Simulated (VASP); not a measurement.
A run of VASP 6.6.1 is set up as follows.

INCAR

```
ALGO = Fast
EDIFF = 1E-7
ENCUT = 520
GGA = PS
ISIF = 2
ISMEAR = 0
LASPH = True
LCHARG = False
LREAL = False
LWAVE = False
NBANDS = 18
NELM = 60
PREC = Accurate
SIGMA = 0.15
```

The input KPOINTS:

```
k-points
0
Gamma
  22 22 20
```

POSCAR

```
Cu
1.0
    1.1740992450     -4.1464136986      0.0000000000
    1.1740992450      4.1464136986      0.0000000000
    0.0000000000      0.0000000000      2.5840636192
Cu
2
Direct
    0.1338543804      0.8661456196      0.2500000000
    0.8661456196      0.1338543804      0.7500000000
```

Potentials or basis: VASP PAW PBE potentials, release 64 (Cu).

Command:

```console
$ cat potpaw_PBE.64/Cu/POTCAR > POTCAR
$ mpirun -np 1 vasp_std > vasp.out
```

Task: What does it give for the band gap on the k mesh?

Result: Zero (bands 11 and 12 overlap by 5.74 eV).

Task: Estimate the largest force.

Result: 0.058 eV/Å.

Task: Predict the pressure.

Result: -5.9 GPa.

Stress tensor (GPa, compression positive):
```
  7.54   0.00   0.00
  0.00 -12.06   0.00
  0.00   0.00 -13.20
```

Caveat: the stress differs along the axes, from -13 to 8 GPa; the PAW data sets were made with another functional, which shifts forces and pressure a little.
